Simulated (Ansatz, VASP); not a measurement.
## Au in VASP and in Ansatz

Contents of INCAR:

```
SYSTEM = Au
PREC     = Accurate       ! precision mode
ENCUT    = 520            ! plane-wave cutoff, eV
EDIFF    = 1E-6           ! SCF threshold, eV
ISMEAR   = -1             ! smearing method
SIGMA    = 0.05           ! smearing width, eV
LREAL    = .FALSE.        ! projectors in reciprocal space
LASPH    = .TRUE.         ! aspherical terms in the spheres
NELM     = 100            ! most SCF steps
ALGO     = Normal         ! electronic algorithm
ISIF     = 2              ! what is computed and relaxed
LWAVE    = .FALSE.        ! write WAVECAR
LCHARG   = .FALSE.        ! write CHGCAR
GGA      = PS             ! functional
NBANDS   = 12             ! bands
```

The input KPOINTS:

```
Automatic mesh
0
G
  16 16 16
  0 0 0
```

File POSCAR:

```
Au
1.0
    0.0000000000      2.0416341873      2.0416341873
    2.0416341873      0.0000000000      2.0416341873
    2.0416341873      2.0416341873      0.0000000000
Au
1
Direct
    0.0000000000      0.0000000000      0.0000000000
```

Input for Ansatz:

```yaml
crystal:
  lattice:
    - [0.0, 2.04163418726, 2.04163418726]
    - [2.04163418726, 0.0, 2.04163418726]
    - [2.04163418726, 2.04163418726, 0.0]
  atoms:
    - { symbol: Au, position: [0.0, 0.0, 0.0] }
kpoints:
  mp_grid: { grid: [16, 16, 16] }
scf:
  occupations: { method: fermi_dirac, width: 0.05 }
hamiltonian:
  xc: pbesol
  pseudopotentials: { kind: paw }
output:
  forces: true
  stress: true
  eigenvalues: true
  eigenstates:
    nscf_kmesh: { grid: [24, 24, 24] }
    de_dk: true
    e_range: [-14, 14]
  optics:
    e_range: [0, 20]
    de: 0.2
    sigma: 0.15
    bands: { spectra_wanted_up_to: 20 }
    nscf_kmesh: { grid: [24, 24, 24] }
    drude_damping: 0.2
checkpoint:
  write: ck
  write_wavefunctions: false
```

Alike in both runs: task single point; functional PBEsol; k mesh 16 × 16 × 16; occupations fermi-dirac, width 0.05 eV; no spin polarisation.

|  | VASP | Ansatz |
| --- | --- | --- |
| version | VASP 6.6.1 | Ansatz 0.2.0 |
| potentials or method | VASP PAW PBE potentials, release 64 (Au) | PAW with Ansatz's default frozen-core files, scalar-relativistic |
| plane-wave cutoff (eV) | 520 | 420 |
| valence electrons in the cell | 11 | 19 |

VASP gave:

| Quantity | Value |
| --- | --- |
| pressure (GPa) | -0.3 |

Q: Estimate Ansatz's values.

A: Pressure (GPa): 0.0.

VASP's potentials were made for PBE, not for PBEsol. VASP's potentials hold 11 valence electrons a cell and Ansatz's 19, so a difference there can come from the potentials and not from the codes. Ansatz's warnings: optics on partly filled bands.

Neither program's run includes spin-orbit coupling.
